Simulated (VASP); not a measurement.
# MgO (Periclase) (Fm-3m) in VASP: a series of runs

The runs below take MgO (Periclase) through single point, relaxation of cell and atoms, with LDA.

Program: VASP 6.6.1. These are calculated values, not measurements. Logs are shortened: lines on timing, memory, paths and dates and some standing lists are left out, and cuts for length are marked.

**Experimental background.**

From “Electronic structure of alkaline earth and post-transition metal oxides”, 2009, arxiv:0908.1581, for a bulk crystal of MgO: band gap 7.83 eV.

The runs below are set against these values where they give the same quantity.

## (1) The cell of the first run

It takes space group Fm-3m (No. 225, cubic). Conventional cell: a = 4.159 Å, b = 4.159 Å, c = 4.159 Å, α = 90.00°, β = 90.00°, γ = 90.00°. Within 2.8 Å of Mg (site symmetry m-3m) lie 6 O at 2.08 Å. O (site symmetry m-3m) has 6 Mg at 2.08 Å within 2.8 Å.

## (2) Single point, LDA

Input file INCAR:

```
PREC     = Accurate       # precision mode
ENCUT    = 520            # plane-wave cutoff, eV
EDIFF    = 1E-7           # SCF threshold, eV
ISMEAR   = 0              # smearing method
SIGMA    = 0.02           # smearing width, eV
LREAL    = False          # projectors in reciprocal space
LASPH    = True           # aspherical terms in the spheres
NELM     = 80             # most SCF steps
ALGO     = Normal         # electronic algorithm
ISIF     = 2              # what is computed and relaxed
LWAVE    = False          # write WAVECAR
LCHARG   = False          # write CHGCAR
GGA      = CA             # functional
NBANDS   = 11             # bands
```

Input file KPOINTS:

```
Automatic mesh
0
Gamma
  10 10 10
```

Input file POSCAR:

```
MgO
1.0
    0.0000000000      2.0796058485      2.0796058485
    2.0796058485      0.0000000000      2.0796058485
    2.0796058485      2.0796058485      0.0000000000
Mg O
1 1
Direct
    0.0000000000      0.0000000000      0.0000000000
    0.5000000000      0.5000000000      0.5000000000
```

Potentials or basis: VASP PAW LDA potentials, release 64 (Mg, O).

The run is started by

```sh
> cat potpaw_LDA.64/Mg/POTCAR potpaw_LDA.64/O/POTCAR > POTCAR
> mpirun -np 1 vasp_std > vasp.out
```

OUTCAR:

```text
PREC = Accurate
   ENCUT = 520
   EDIFF = 1E-7
   ISMEAR = 0
   LREAL = False
   LASPH = True
   NELM = 80
   ISIF = 2
   GGA = CA

 ion  position               nearest neighbor table
   1  0.000  0.000  0.000-   2 2.08   2 2.08   2 2.08   2 2.08   2 2.08   2 2.08
   2  0.500  0.500  0.500-   1 2.08   1 2.08   1 2.08   1 2.08   1 2.08   1 2.08

  LATTYP: Found a face centered cubic cell.
 ALAT       =     4.1592116970

  Lattice vectors:

 A1 = (   0.0000000000,   2.0796058485,   2.0796058485)
 A2 = (   2.0796058485,   0.0000000000,   2.0796058485)
 A3 = (   2.0796058485,   2.0796058485,   0.0000000000)

Analysis of symmetry for initial positions (statically):
=====================================================================
 Subroutine PRICEL returns:
 Original cell was already a primitive cell.

 Routine SETGRP: Setting up the symmetry group for a
 face centered cubic supercell.

 Subroutine GETGRP returns: Found 48 space group operations
 (whereof 48 operations were pure point group operations)
 out of a pool of 48 trial point group operations.

The static configuration has the point symmetry O_h .

Analysis of symmetry for dynamics (positions and initial velocities):
=====================================================================
 Subroutine PRICEL returns:
 Original cell was already a primitive cell.

 Routine SETGRP: Setting up the symmetry group for a
 face centered cubic supercell.

 Subroutine GETGRP returns: Found 48 space group operations
 (whereof 48 operations were pure point group operations)
 out of a pool of 48 trial point group operations.

The dynamic configuration has the point symmetry O_h .

 Subroutine INISYM returns: Found 48 space group operations
 (whereof 48 operations are pure point group operations),
 and found     1 'primitive' translations

----------------------------------------------------------------------------------------

                                     Primitive cell

  volume of cell :      17.9876

  direct lattice vectors                    reciprocal lattice vectors
     0.000000000  2.079605848  2.079605848    -0.240430176  0.240430176  0.240430176
     2.079605848  0.000000000  2.079605848     0.240430176 -0.240430176  0.240430176
     2.079605848  2.079605848  0.000000000     0.240430176  0.240430176 -0.240430176

  length of vectors
     2.941006795  2.941006795  2.941006795     0.416437280  0.416437280  0.416437280

  position of ions in fractional coordinates (direct lattice)
     0.000000000  0.000000000  0.000000000
     0.500000000  0.500000000  0.500000000

  ion indices of the primitive-cell ions
   primitive index   ion index
                 1           1
                 2           2

----------------------------------------------------------------------------------------

 KPOINTS: Automatic mesh

Automatic generation of k-mesh.
 Grid dimensions read from file:
 generate k-points for:   10   10   10

 Generating k-lattice:

  Cartesian coordinates                     Fractional coordinates (reciprocal lattice)
    -0.024043018  0.024043018  0.024043018     0.100000000  0.000000000  0.000000000
     0.024043018 -0.024043018  0.024043018     0.000000000  0.100000000  0.000000000
     0.024043018  0.024043018 -0.024043018     0.000000000  0.000000000  0.100000000

  Length of vectors
     0.041643728  0.041643728  0.041643728

  Shift w.r.t. Gamma in fractional coordinates (k-lattice)
     0.000000000  0.000000000  0.000000000

 Subroutine IBZKPT returns following result:
 ===========================================

 Found     47 irreducible k-points:

 Following reciprocal coordinates:
            Coordinates               Weight
  0.000000  0.000000  0.000000      1.000000
  0.100000  0.000000  0.000000      8.000000
  0.200000  0.000000  0.000000      8.000000
  0.300000  0.000000  0.000000      8.000000
  0.400000  0.000000  0.000000      8.000000
  0.500000  0.000000  0.000000      4.000000
[... 16 lines left out ...]
  0.300000  0.300000  0.000000      6.000000
  0.400000  0.300000  0.000000     24.000000
 [... further k-points ...]
   k-points           NKPTS =     47   k-points in BZ     NKDIM =     47   number of bands    NBANDS=     11
   number of dos      NEDOS =    301   number of ions     NIONS =      2
   total plane-waves  NPLWV =  13824
   dimension x,y,z NGX =    24 NGY =   24 NGZ =   24
   dimension x,y,z NGXF=    48 NGYF=   48 NGZF=   48
   ions per type =               1   1
   NGX,Y,Z   is equivalent  to a cutoff of  13.57, 13.57, 13.57 a.u.
   NGXF,Y,Z  is equivalent  to a cutoff of  27.13, 27.13, 27.13 a.u.
 SYSTEM =  unknown system
   PREC   = accura    normal or accurate (medium, high low for compatibility)
   ISTART =      0    job   : 0-new  1-cont  2-samecut
   ICHARG =      2    charge: 1-file 2-atom 10-const
   ISPIN  =      1    spin polarized calculation?
   LNONCOLLINEAR =      F non collinear calculations
   LSORBIT =      F    spin-orbit coupling
   LASPH  =      T    aspherical Exc in radial PAW
   ENCUT  =  520.0 eV  38.22 Ry    6.18 a.u.   5.47  5.47  5.47*2*pi/ulx,y,z
   NELM   =     80;   NELMIN=  2; NELMDL= -5     # of ELM steps
   EDIFF  = 0.1E-06   stopping-criterion for ELM
   LREAL  =      F    real-space projection
   EDIFFG = 0.1E-05   stopping-criterion for IOM
   NSW    =      0    number of steps for IOM
   IBRION =     -1    ionic relax: 0-MD 1-quasi-New 2-CG
   NFREE  =      0    steps in history (QN), initial steepest desc. (CG)
   ISIF   =      2    stress and relaxation
   ISYM   =      2    0-nonsym 1-usesym 2-fastsym
   POTIM  = 0.5000    time-step for ionic-motion
   TEBEG  =    0.0;   TEEND  =   0.0 temperature during run
   PSTRESS=    0.0 pullay stress
   NELECT =       8.0000    total number of electrons
   NUPDOWN=      -1.0000    fix difference up-down
   EMIN   =  10.00;   EMAX   =-10.00  energy-range for DOS
   EFERMI =   0.00;   METHOD = LEGACY
   ISMEAR =     0;   SIGMA  =   0.02  broadening in eV -4-tet -1-fermi 0-gaus
   EFERMI_NEDOS =   21; number of points for ismear=-14 and -15
   IALGO  =     38    algorithm
   IMIX   =      4    mixing-type and parameters
     AMIX     =   0.40;   BMIX     =  1.00
     AMIX_MAG =   1.60;   BMIX_MAG =  1.00
  volume/ion in A,a.u.               =       8.99        60.69
  Fermi-wavevector in a.u.,A,eV,Ry     =   1.249627  2.361453 21.246424  1.561568
  Thomas-Fermi vector in A             =   2.383659
   LORBIT       =      0    0 simple, 1 ext, 2 COOP (PROOUT), +10 PAW based schemes
   GGA     = CA    functional components
   LHFCALC =     F    Hartree Fock is set to
   AEXX    =    0.0000 exact exchange contribution
   IVDW    =     0    specifies the selected vdW correction
   LEPSILON=     F    determine dielectric tensor
   LRPA    =     F    only Hartree local field effects (RPA)
 non-spin polarized calculation
 Gauss-broadening in eV      SIGMA  =   0.02
  energy-cutoff  :      520.00
  volume of cell :       17.99
 maximum number of plane-waves:       531
 NGX is ok and might be reduce to    24
   NGX = 11   NGY = 11   NGZ = 11

 number of electron       8.0000000 magnetization

 Free energy of the ion-electron system (eV)
  ---------------------------------------------------
  ext. energy  EPLUGINS =         0.00000000
  ---------------------------------------------------
  free energy    TOTEN  =       -13.44477974 eV

  energy without entropy =      -13.44477974  energy(sigma->0) =      -13.44477974

 E-fermi :   3.3963     XC(G=0): -11.7759

 val. band max:        3.1741941014   @ k =   0.0000   0.0000   0.0000
 cond. band min:       8.2089180955   @ k =   0.0000   0.0000   0.0000
 fundamental gap:      5.0347239941
 Fermi energy:         3.3962603332

 k-point     1 :       0.0000    0.0000    0.0000
  band No.  band energies     occupation
      1     -14.0315      2.00000
      2       3.1742      2.00000
      3       3.1742      2.00000
      4       3.1742      2.00000
      5       8.2089      0.00000
      6      18.9049      0.00000
      7      18.9049      0.00000
      8      18.9049      0.00000
      9      23.0298      0.00000
     10      24.7205      0.00000
     11      24.7205      0.00000

 k-point     2 :       0.1000    0.0000    0.0000
  band No.  band energies     occupation
      1     -13.9138      2.00000
      2       2.5074      2.00000
      3       3.1004      2.00000
      4       3.1004      2.00000
      5       8.8279      0.00000
      6      17.6688      0.00000
      7      19.1589      0.00000
      8      19.1589      0.00000
      9      24.0221      0.00000
     10      24.0221      0.00000
     11      24.7228      0.00000

 k-point     3 :       0.2000    0.0000    0.0000
  band No.  band energies     occupation
      1     -13.5892      2.00000
      2       1.1311      2.00000
      3       2.9138      2.00000
      4       2.9138      2.00000
      5       9.9972      0.00000
      6      16.1883      0.00000
      7      19.6858      0.00000
      8      19.6858      0.00000
      9      23.3356      0.00000
     10      23.3356      0.00000
     11      25.7120      0.00000

 k-point     4 :       0.3000    0.0000    0.0000
  band No.  band energies     occupation
      1     -13.1467      2.00000
      2      -0.2697      2.00000
      3       2.6950      2.00000
      4       2.6950      2.00000
      5      10.8583      0.00000
      6      15.5958      0.00000
      7      19.8564      0.00000
      8      19.8564      0.00000
      9      23.7781      0.00000
     10      23.7781      0.00000
     11      25.0930      0.00000

 k-point     5 :       0.4000    0.0000    0.0000
  band No.  band energies     occupation
      1     -12.7446      2.00000
      2      -1.3081      2.00000
      3       2.5264      2.00000
      4       2.5264      2.00000
      5      11.1274      0.00000
      6      15.7956      0.00000
      7      19.6676      0.00000
      8      19.6676      0.00000
      9      24.5127      0.00000
     10      25.0549      0.00000
     11      25.0549      0.00000
[... 211 lines left out ...]
 k-point    21 :      -0.3000    0.2000    0.0000
  band No.  band energies     occupation
      1     -12.6583      2.00000
      2      -0.6842      2.00000
      3       1.2485      2.00000
      4       2.4656      2.00000
      5      12.6167      0.00000
      6      15.1757      0.00000
      7      17.5050      0.00000
      8      20.6264      0.00000
      9      23.5007      0.00000
     10      24.4343      0.00000
     11      28.5208      0.00000

 k-point    22 :      -0.2000    0.2000    0.0000
  band No.  band energies     occupation
      1     -13.0158      2.00000
      2      -0.0589      2.00000
      3       1.7452      2.00000
      4       2.6887      2.00000
      5      11.8672      0.00000
      6      15.0663      0.00000
      7      18.4145      0.00000
      8      21.0876      0.00000
      9      21.6496      0.00000
     10      24.6638      0.00000
     11      28.2926      0.00000

 k-point    23 :       0.3000    0.3000    0.0000
  band No.  band energies     occupation
      1     -12.9216      2.00000
      2      -0.1209      2.00000
      3       2.1786      2.00000
      4       2.1786      2.00000
      5      12.2877      0.00000
      6      13.4426      0.00000
      7      17.7193      0.00000
      8      21.2626      0.00000
      9      21.2626      0.00000
     10      27.4393      0.00000
     11      31.0165      0.00000

 k-point    24 :       0.4000    0.3000    0.0000
  band No.  band energies     occupation
      1     -12.6399      2.00000
      2      -0.5810      2.00000
      3       1.7880      2.00000
      4       2.0226      2.00000
      5      12.8794      0.00000
      6      13.3089      0.00000
      7      16.9007      0.00000
      8      21.5314      0.00000
      9      21.7489      0.00000
     10      28.2095      0.00000
     11      30.6332      0.00000

 [... further k-points ...]
[... 5 lines left out ...]
  --------------------------------------------------------------------------------------
  -------------------------------------------------------------------------------------
  Total       -0.1896027     -0.1896027     -0.1896027      0.0000000      0.0000000      0.0000000
  in kB      -16.8881454    -16.8881454    -16.8881454      0.0000000      0.0000000      0.0000000
  external PRESSURE =     -16.8881454 kB  Pullay stress =       0.0000000 kB

 VOLUME and BASIS-vectors are now :
 -----------------------------------------------------------------------------
  energy-cutoff  :      520.00
  volume of cell :       17.99
      direct lattice vectors                 reciprocal lattice vectors
     0.000000000  2.079605848  2.079605848    -0.240430176  0.240430176  0.240430176
     2.079605848  0.000000000  2.079605848     0.240430176 -0.240430176  0.240430176
     2.079605848  2.079605848  0.000000000     0.240430176  0.240430176 -0.240430176

 POSITION                                       TOTAL-FORCE (eV/Angst)
 -----------------------------------------------------------------------------------
      0.00000      0.00000      0.00000         0.000000      0.000000      0.000000
      2.07961      2.07961      2.07961        -0.000000     -0.000000      0.000000
 -----------------------------------------------------------------------------------
    total drift:                               -0.000000     -0.000000      0.000000

  FREE ENERGIE OF THE ION-ELECTRON SYSTEM (eV)
  ---------------------------------------------------
  free  energy   TOTEN  =       -13.4447797354 eV

  energy  without entropy=      -13.4447797354  energy(sigma->0) =      -13.44477974
```

Wall time 5.9 s (1 thread of Intel Xeon Platinum 8259CL at 2.50GHz (Skylake/Cascade Lake), shared host); peak memory 0.13 GiB.

Results:

* Free energy: -13.4448 eV
* Pressure: -1.7 GPa
* Band gap on the k mesh: 5.03 eV, direct

(Continued in part 2 of 2.)
